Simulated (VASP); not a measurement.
The system is LiPb.

```
Li Pb
1.0
     2.49350    1.43962    2.06267
    -2.49350    1.43962    2.06267
     0.00000   -2.87925    2.06267
Li Pb
1 1
Direct
  0.50000 0.50000 0.50000
  0.00000 0.00000 0.00000
```

```yaml
Program: VASP 6.6.1
Task: relaxation of cell and atoms
Functional: PBEsol
Potentials_or_basis: VASP PAW PBE potentials, release 64 (Li_sv, Pb_d)
Cutoff: 600 eV
k_mesh: 7 × 7 × 7
Occupations: fermi-dirac, width 0.05 eV
Spin: no spin polarisation
```

At the start: pressure -1.0 GPa; volume 22.21 Å³/atom.

Question: Where does the relaxation end?

Answer: Over 3 steps the energy falls by 2.2 meV/atom and the volume is 21.57 Å³/atom (-2.9 %); space group Pm-3m (No. 221, to 0.1 Å) before and after.

The path:
```tsv
step	energy change (eV)	largest force (eV/Å)	pressure (GPa)	volume (Å³)
1	0.0000	0.0000	-0.99	44.43
2	-0.0040	0.0000	-0.30	43.55
3	-0.0045	0.0000	0.05	43.14
```

Final structure:
```
CELL_PARAMETERS angstrom
2.47470 1.42877 2.03344
-2.47470 1.42877 2.03344
0.00000 -2.85754 2.03344
ATOMIC_POSITIONS crystal
Li 0.50000 0.50000 0.50000
Pb 0.00000 0.00000 0.00000
```

Caveat: the cutoff is under 1.25 times the usual one of these potentials, so pressure, stress and relaxed cells hold a basis-set (Pulay) error; the PAW data sets were made with another functional, which shifts forces and pressure a little.
